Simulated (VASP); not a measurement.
Runs of VASP 6.6.1 on SnP5. The structure is that of space group P6/mmm (No. 191), or close to it. The cells are those of the table. The cell was generated, and may not be a known phase.

```tsv
task	cell	k mesh	gap on the mesh (eV)	pressure (GPa)
single point	a = 5.540, b = 5.540, c = 4.386 Å, angles 90.0, 90.0, 120.0°, 6 atoms	6 × 6 × 4	none	-7.4
relaxation of cell and atoms	relaxed from a = 5.540, b = 5.540, c = 4.386 Å, angles 90.0, 90.0, 120.0°, 6 atoms	6 × 6 × 4	none	-0.2
single point	a = 5.353, b = 5.353, c = 4.173 Å, angles 90.0, 90.0, 120.0°, 6 atoms	6 × 6 × 4	none	(a)
single point	a = 6.290, b = 6.290, c = 3.156 Å, angles 90.0, 90.0, 120.0°, 6 atoms	12 × 12 × 10	none	-0.2
```

Alike in all rows: level PBE; potentials or basis VASP PAW PBE potentials, release 64 (Sn_d, P); no spin polarisation; cutoff (eV) 500; smearing gaussian 0.1 eV.

Q: Estimate the missing entries.

A: (a) -0.1.

Caveats: some runs use coarse meshes; spin-orbit coupling is left out, which moves the levels of the heavy elements; an odd number of electrons without spin polarisation forces a metal; a magnetic or distorted state may lie lower; the cell stands under tension (at least some runs).

A k mesh can miss the band edges, and the runs leave out spin-orbit coupling on Sn.

A gap of «none» marks levels without a gap at the run's occupations.
